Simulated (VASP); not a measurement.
# Zn5O (P6/mmm) in VASP: relaxation of cell and atoms with PBE

Aim: the relaxation of cell and atoms of Zn5O with PBE.

All numbers are computed with VASP 6.6.1; they aren't measurements. Logs are shortened: lines on timing, memory, paths and dates and some standing lists are left out, and cuts for length are marked.

## Step 1: The cell of the first run

Symmetry: P6/mmm, No. 191, hexagonal system. Conventional cell: a = 4.990 Å, b = 4.990 Å, c = 6.199 Å, α = 90.00°, β = 90.00°, γ = 120.00°. Zn (site symmetry 6mm) has 1 O at 1.79 Å within 2.4 Å. Within 3.3 Å of Zn (site symmetry mmm) lie 8 Zn at 2.49 to 2.82 Å. O (site symmetry 6/mmm) has 2 Zn at 1.79 Å within 2.4 Å.

The cell was built from a structure type or drawn by symmetry, and may not be a known phase.

## Step 2: Relaxation of cell and atoms, PBE

The input, INCAR:

```
SYSTEM = Zn5O
PREC = Accurate
ENCUT = 600
EDIFF = 1E-6
ISMEAR = 0
SIGMA = 0.1
LREAL = .False.
LASPH = .True.
NELM = 60
ALGO = Fast
ISIF = 3
LWAVE = .False.
LCHARG = .False.
GGA = PE
IBRION = 2
NSW = 100
EDIFFG = -0.01
```

The input, KPOINTS:

```
Automatic mesh
0
Gamma
  12 12 6
  0 0 0
```

The input, POSCAR:

```
Zn5O
1.0
    4.9898416340      0.0000000000      0.0000000000
   -2.4949208170      4.3213296159      0.0000000000
    0.0000000000      0.0000000000      6.1986678100
Zn O
5 1
Direct
    0.0000000000      0.0000000000      0.7109986161
    0.5000000000      0.0000000000      0.5000000000
    0.0000000000      0.5000000000      0.5000000000
    0.5000000000      0.5000000000      0.5000000000
    0.0000000000      0.0000000000      0.2890013839
    0.0000000000      0.0000000000      0.0000000000
```

Potentials or basis: VASP PAW PBE potentials, release 64 (Zn, O).

On the command line:

```
$ cat potpaw_PBE.64/Zn/POTCAR potpaw_PBE.64/O/POTCAR > POTCAR
$ mpirun -np 1 vasp_std > vasp.out
```

OUTCAR:

```text
SYSTEM = Zn5O
   PREC = Accurate
   ENCUT = 600
   EDIFF = 1E-6
   ISMEAR = 0
   LREAL = .False.
   LASPH = .True.
   NELM = 60
   ISIF = 3
   GGA = PE
   IBRION = 2
   NSW = 100
   EDIFFG = -0.01

 ion  position               nearest neighbor table
   1  0.000  0.000  0.711-   6 1.79   5 2.62   3 2.82   4 2.82   3 2.82   4 2.82   2 2.82   2 2.82

   2  0.500  0.000  0.500-   3 2.49   4 2.49   4 2.49   3 2.49   1 2.82   1 2.82   5 2.82   5 2.82

   3  0.000  0.500  0.500-   2 2.49   2 2.49   4 2.49   4 2.49   1 2.82   5 2.82   1 2.82   5 2.82

   4  0.500  0.500  0.500-   2 2.49   2 2.49   3 2.49   3 2.49   1 2.82   5 2.82   1 2.82   5 2.82

   5  0.000  0.000  0.289-   6 1.79   1 2.62   4 2.82   3 2.82   3 2.82   4 2.82   2 2.82   2 2.82

   6  0.000  0.000  0.000-   1 1.79   5 1.79

  LATTYP: Found a hexagonal cell.
 ALAT       =     4.9898416340
 C/A-ratio  =     1.2422574231

  Lattice vectors:

 A1 = (   4.9898416340,   0.0000000000,   0.0000000000)
 A2 = (  -2.4949208170,   4.3213296159,   0.0000000000)
 A3 = (   0.0000000000,   0.0000000000,   6.1986678100)

Analysis of symmetry for initial positions (statically):
=====================================================================
 Subroutine PRICEL returns:
 Original cell was already a primitive cell.

 Routine SETGRP: Setting up the symmetry group for a
 hexagonal supercell.

 Subroutine GETGRP returns: Found 24 space group operations
 (whereof 24 operations were pure point group operations)
 out of a pool of 24 trial point group operations.

The static configuration has the point symmetry D_6h.

Analysis of symmetry for dynamics (positions and initial velocities):
=====================================================================
 Subroutine PRICEL returns:
 Original cell was already a primitive cell.

 Routine SETGRP: Setting up the symmetry group for a
 hexagonal supercell.

 Subroutine GETGRP returns: Found 24 space group operations
 (whereof 24 operations were pure point group operations)
 out of a pool of 24 trial point group operations.

The dynamic configuration has the point symmetry D_6h.

 Subroutine INISYM returns: Found 24 space group operations
 (whereof 24 operations are pure point group operations),
 and found     1 'primitive' translations

----------------------------------------------------------------------------------------

                                     Primitive cell

  volume of cell :     133.6603

  direct lattice vectors                    reciprocal lattice vectors
     4.989841634  0.000000000  0.000000000     0.200407162  0.115705129  0.000000000
    -2.494920817  4.321329616  0.000000000     0.000000000  0.231410258  0.000000000
     0.000000000  0.000000000  6.198667810     0.000000000  0.000000000  0.161324986

  length of vectors
     4.989841634  4.989841634  6.198667810     0.231410258  0.231410258  0.161324986

  position of ions in fractional coordinates (direct lattice)
     0.000000000  0.000000000  0.710998616
     0.500000000  0.000000000  0.500000000
     0.000000000  0.500000000  0.500000000
     0.500000000  0.500000000  0.500000000
     0.000000000  0.000000000  0.289001384
     0.000000000  0.000000000  0.000000000

  ion indices of the primitive-cell ions
   primitive index   ion index
                 1           1
                 2           2
                 3           3
                 4           4
                 5           5
                 6           6

----------------------------------------------------------------------------------------

 KPOINTS: Automatic mesh

Automatic generation of k-mesh.
 Grid dimensions read from file:
 generate k-points for:   12   12    6

 Generating k-lattice:

  Cartesian coordinates                     Fractional coordinates (reciprocal lattice)
     0.016700597  0.009642094  0.000000000     0.083333333  0.000000000  0.000000000
     0.000000000  0.019284188  0.000000000     0.000000000  0.083333333  0.000000000
     0.000000000  0.000000000  0.026887498     0.000000000  0.000000000  0.166666667

  Length of vectors
     0.019284188  0.019284188  0.026887498

  Shift w.r.t. Gamma in fractional coordinates (k-lattice)
     0.000000000  0.000000000  0.000000000

 Subroutine IBZKPT returns following result:
 ===========================================

 Found     76 irreducible k-points:

 Following reciprocal coordinates:
            Coordinates               Weight
  0.000000  0.000000  0.000000      1.000000
  0.083333 -0.000000  0.000000      6.000000
  0.166667 -0.000000  0.000000      6.000000
  0.250000 -0.000000  0.000000      6.000000
  0.333333 -0.000000  0.000000      6.000000
  0.416667  0.000000  0.000000      6.000000
[... 16 lines left out ...]
  0.250000 -0.000000  0.166667     12.000000
  0.333333 -0.000000  0.166667     12.000000
 [... further k-points ...]
   k-points           NKPTS =     76   k-points in BZ     NKDIM =     76   number of bands    NBANDS=     39
   number of dos      NEDOS =    301   number of ions     NIONS =      6
   total plane-waves  NPLWV =  80000
   dimension x,y,z NGX =    40 NGY =   40 NGZ =   50
   dimension x,y,z NGXF=    80 NGYF=   80 NGZF=  100
   ions per type =               5   1
   NGX,Y,Z   is equivalent  to a cutoff of  13.33, 13.33, 13.41 a.u.
   NGXF,Y,Z  is equivalent  to a cutoff of  26.65, 26.65, 26.82 a.u.
 SYSTEM =  Zn5O
   PREC   = accura    normal or accurate (medium, high low for compatibility)
   ISTART =      0    job   : 0-new  1-cont  2-samecut
   ICHARG =      2    charge: 1-file 2-atom 10-const
   ISPIN  =      1    spin polarized calculation?
   LNONCOLLINEAR =      F non collinear calculations
   LSORBIT =      F    spin-orbit coupling
   LASPH  =      T    aspherical Exc in radial PAW
   ENCUT  =  600.0 eV  44.10 Ry    6.64 a.u.   9.97  9.97 12.38*2*pi/ulx,y,z
   NELM   =     60;   NELMIN=  2; NELMDL= -5     # of ELM steps
   EDIFF  = 0.1E-05   stopping-criterion for ELM
   LREAL  =      F    real-space projection
   EDIFFG = -.1E-01   stopping-criterion for IOM
   NSW    =    100    number of steps for IOM
   IBRION =      2    ionic relax: 0-MD 1-quasi-New 2-CG
   NFREE  =      1    steps in history (QN), initial steepest desc. (CG)
   ISIF   =      3    stress and relaxation
   ISYM   =      2    0-nonsym 1-usesym 2-fastsym
   POTIM  = 0.5000    time-step for ionic-motion
   TEBEG  =    0.0;   TEEND  =   0.0 temperature during run
   PSTRESS=    0.0 pullay stress
   NELECT =      66.0000    total number of electrons
   NUPDOWN=      -1.0000    fix difference up-down
   EMIN   =  10.00;   EMAX   =-10.00  energy-range for DOS
   EFERMI =   0.00;   METHOD = LEGACY
   ISMEAR =     0;   SIGMA  =   0.10  broadening in eV -4-tet -1-fermi 0-gaus
   EFERMI_NEDOS =   21; number of points for ismear=-14 and -15
   IALGO  =     68    algorithm
   IMIX   =      4    mixing-type and parameters
     AMIX     =   0.40;   BMIX     =  1.00
     AMIX_MAG =   1.60;   BMIX_MAG =  1.00
  volume/ion in A,a.u.               =      22.28       150.33
  Fermi-wavevector in a.u.,A,eV,Ry     =   1.293963  2.445236 22.780794  1.674341
  Thomas-Fermi vector in A             =   2.425576
   LORBIT       =      0    0 simple, 1 ext, 2 COOP (PROOUT), +10 PAW based schemes
   GGA     = PE    functional components
   LHFCALC =     F    Hartree Fock is set to
   AEXX    =    0.0000 exact exchange contribution
   IVDW    =     0    specifies the selected vdW correction
   LEPSILON=     F    determine dielectric tensor
   LRPA    =     F    only Hartree local field effects (RPA)
 conjugate gradient relaxation of ions
 non-spin polarized calculation
 RMM-DIIS sequential band-by-band and
 Gauss-broadening in eV      SIGMA  =   0.10
  energy-cutoff  :      600.00
  volume of cell :      133.66
 maximum number of plane-waves:      4494
 NGX is ok and might be reduce to    40
   NGX = 19   NGY = 19   NGZ = 25

--------------------------------------- Ionic step        1  -------------------------------------------

 number of electron      66.0000013 magnetization

 Free energy of the ion-electron system (eV)
  ---------------------------------------------------
  ext. energy  EPLUGINS =         0.00000000
  ---------------------------------------------------
  free energy    TOTEN  =       -10.77325616 eV

  energy without entropy =      -10.76080664  energy(sigma->0) =      -10.76703140

------------------------ aborting loop because EDIFF is reached ----------------------------------------

  FORCE on cell =-STRESS in cart. coord.  units (eV):
  Direction    XX          YY          ZZ          XY          YZ          ZX
  --------------------------------------------------------------------------------------
  -------------------------------------------------------------------------------------
  Total        0.8530016      0.8530016     -0.5359780      0.0000000      0.0000000      0.0000000
  in kB       10.2248731     10.2248731     -6.4247324      0.0000000      0.0000000      0.0000000
  external PRESSURE =       4.6750046 kB  Pullay stress =       0.0000000 kB
[... 101 lines left out ...]
  FREE ENERGIE OF THE ION-ELECTRON SYSTEM (eV)
  ---------------------------------------------------
  free  energy   TOTEN  =       -10.8053355892 eV

  energy  without entropy=      -10.7943360091  energy(sigma->0) =      -10.79983580

 E-fermi :  -0.0103     XC(G=0):  -8.4216

 val. band max:       -0.0218927170   @ k =   0.1667   0.0833   0.0000
 cond. band min:       0.0042824157   @ k =   0.1667   0.1667   0.1667
 fundamental gap:      0.0261751328
 Fermi energy:        -0.0102833266

 k-point     1 :       0.0000    0.0000    0.0000
  band No.  band energies     occupation
      1     -17.5051      2.00000
      2      -9.0248      2.00000
      3      -8.3873      2.00000
      4      -8.1908      2.00000
      5      -8.1908      2.00000
      6      -7.9278      2.00000
[... 997 lines left out ...]
     38       3.9687      0.00000
     39       4.9204      0.00000

 [... further k-points ...]

[... ionic steps 4 to 12 ...]

--------------------------------------- Ionic step       13  -------------------------------------------

 number of electron      66.0000041 magnetization

------------------------ aborting loop because EDIFF is reached ----------------------------------------
[... 75 lines left out ...]
--------------------------------------- Ionic step       15  -------------------------------------------

 number of electron      66.0000040 magnetization

 Free energy of the ion-electron system (eV)
  ---------------------------------------------------
  ext. energy  EPLUGINS =         0.00000000
  ---------------------------------------------------
  free energy    TOTEN  =       -10.81966645 eV

  energy without entropy =      -10.80992728  energy(sigma->0) =      -10.81479687

 E-fermi :   0.0248     XC(G=0):  -8.4726

 val. band max:        0.0016284005   @ k =   0.2500   0.2500   0.5000
 cond. band min:       0.0278449826   @ k =   0.1667   0.1667   0.1667
 fundamental gap:      0.0262165821
 Fermi energy:         0.0248389673

 k-point     1 :       0.0000    0.0000    0.0000
  band No.  band energies     occupation
      1     -17.4978      2.00000
      2      -9.0468      2.00000
      3      -8.3845      2.00000
      4      -8.1798      2.00000
      5      -8.1798      2.00000
      6      -7.9106      2.00000
[... 997 lines left out ...]
     38       4.0825      0.00000
     39       4.9748      0.00000

 [... further k-points ...]

------------------------ aborting loop because EDIFF is reached ----------------------------------------

  FORCE on cell =-STRESS in cart. coord.  units (eV):
  Direction    XX          YY          ZZ          XY          YZ          ZX
  --------------------------------------------------------------------------------------
  -------------------------------------------------------------------------------------
  Total        0.0020014      0.0020014     -0.0510512      0.0000000      0.0000000      0.0000000
  in kB        0.0238363      0.0238363     -0.6080030      0.0000000      0.0000000      0.0000000
  external PRESSURE =      -0.1867768 kB  Pullay stress =       0.0000000 kB
[... 21 lines left out ...]
  FREE ENERGIE OF THE ION-ELECTRON SYSTEM (eV)
  ---------------------------------------------------
  free  energy   TOTEN  =       -10.8196664509 eV

  energy  without entropy=      -10.8099272829  energy(sigma->0) =      -10.81479687

 reached required accuracy - stopping structural energy minimisation
```

It took 48 min on 1 thread of Oxide Virtual Turin-like, shared host; peak memory 0.51 GiB.

What came out:

```yaml
Free_energy: -10.8197 eV
Relaxed_volume: 22.42 Å³/atom
Relaxed_cell: a = 5.070 Å, b = 5.070 Å, c = 6.043 Å, α = 90.00°, β = 90.00°, γ = 120.00°
Space_group_after_relaxing_to_0.1_Å: P6/mmm (No. 191)
Energy_gained_by_relaxing: 7.7 meV/atom
Ionic_steps: 15
Pressure_after_relaxing: 0.0 GPa
Largest_force_after_relaxing: 0.010 eV/Å
Band_gap_on_the_k_mesh: zero (bands 33 and 34 overlap by 2.39 eV)
```

Forces in eV/Å, atoms in the order of the input:
```
Zn   0.000  0.000 -0.010
Zn   0.000  0.000  0.000
Zn   0.000  0.000  0.000
Zn   0.000  0.000  0.000
Zn   0.000  0.000  0.010
O    0.000  0.000  0.000
```

Step by step:
```csv
step,energy change (eV),largest force (eV/Å),pressure (GPa),volume (Å³)
1,0.0000,0.3749,0.47,133.66
2,-0.0219,0.1419,-0.12,134.92
3,-0.0321,0.2179,-0.89,136.72
4,-0.0419,0.1143,-0.69,136.35
5,-0.0431,0.0739,-0.56,136.19
6,-0.0454,0.0007,-0.32,135.48
7,-0.0461,0.0544,-0.18,134.94
8,-0.0451,0.1616,0.30,133.86
9,-0.0462,0.0780,-0.03,134.66
10,-0.0462,0.0760,-0.03,134.69
11,-0.0462,0.0632,-0.09,134.81
12,-0.0462,0.0736,-0.04,134.73
13,-0.0464,0.0179,-0.02,134.56
14,-0.0464,0.0126,0.00,134.54
15,-0.0464,0.0100,-0.02,134.53
```

Final structure:
```cif
data_structure
_symmetry_space_group_name_H-M 'P 1'
_symmetry_Int_Tables_number 1
_cell_length_a 5.0700
_cell_length_b 5.0700
_cell_length_c 6.0431
_cell_angle_alpha 90.000
_cell_angle_beta 90.000
_cell_angle_gamma 120.000
_cell_volume 134.53
loop_
_atom_site_label
_atom_site_type_symbol
_atom_site_fract_x
_atom_site_fract_y
_atom_site_fract_z
_atom_site_occupancy
Zn1 Zn 0.00000 0.00000 0.70294 1
Zn2 Zn 0.50000 0.00000 0.50000 1
Zn3 Zn 0.00000 0.50000 0.50000 1
Zn4 Zn 0.50000 0.50000 0.50000 1
Zn5 Zn 0.00000 0.00000 0.29706 1
O1 O 0.00000 0.00000 0.00000 1
```
